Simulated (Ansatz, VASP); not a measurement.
# One calculation of HCl, two programs

File INCAR:

```
SYSTEM = HCl
PREC = Accurate
ENCUT = 500
EDIFF = 1E-6
ISMEAR = 0
SIGMA = 0.05
LREAL = .False.
LASPH = .True.
NELM = 120
ALGO = Normal
ISIF = 2
LWAVE = .False.
LCHARG = .False.
GGA = PS
NBANDS = 11
GGA_COMPAT = .False.
```

Contents of KPOINTS:

```
Automatic mesh
0
Gamma
  10 10 10
  0 0 0
```

File POSCAR:

```
HCl
1.0
    0.0000000000      2.6826502501      2.6826502501
    2.6826502501      0.0000000000      2.6826502501
    2.6826502501      2.6826502501      0.0000000000
H Cl
1 1
Direct
    0.0000000000      0.0000000000      0.0000000000
    0.5000000000      0.5000000000      0.5000000000
```

Input for Ansatz:

```yaml
crystal:
  lattice:
    - [0.0, 2.6826502501, 2.6826502501]
    - [2.6826502501, 0.0, 2.6826502501]
    - [2.6826502501, 2.6826502501, 0.0]
  atoms:
    - { symbol: H, position: [0.0, 0.0, 0.0] }
    - { symbol: Cl, position: [0.5, 0.5, 0.5] }
basis:
  ecutwfc: 420
  ecutrho_ratio: 4
kpoints:
  mp_grid: { grid: [10, 10, 10] }
hamiltonian:
  xc: pbesol
scf:
  occupations: { method: gaussian, width: 0.05 }
output:
  forces: true
  stress: true
  eigenvalues: true
```

Alike in both runs: task single point; functional PBEsol; k mesh 10 × 10 × 10; occupations gaussian, width 0.05 eV; no spin polarisation.

|  | VASP | Ansatz |
| --- | --- | --- |
| version | VASP 6.6.1 | Ansatz 0.2.0 |
| potentials or method | VASP PAW PBE potentials, release 64 (H, Cl), cutoff 500 eV | scalar-relativistic, plane waves, PAW |
| valence electrons in the cell | 8 | 8 |

```csv
,VASP,Ansatz,Ansatz less VASP
gap on the k mesh at the Fermi level (eV),none,none,-
pressure (GPa),-10.8,-10.7,+0.08
```

VASP's potentials were made for PBE, not for PBEsol. A gap of «none» marks a metal or a gap that the smearing closes.
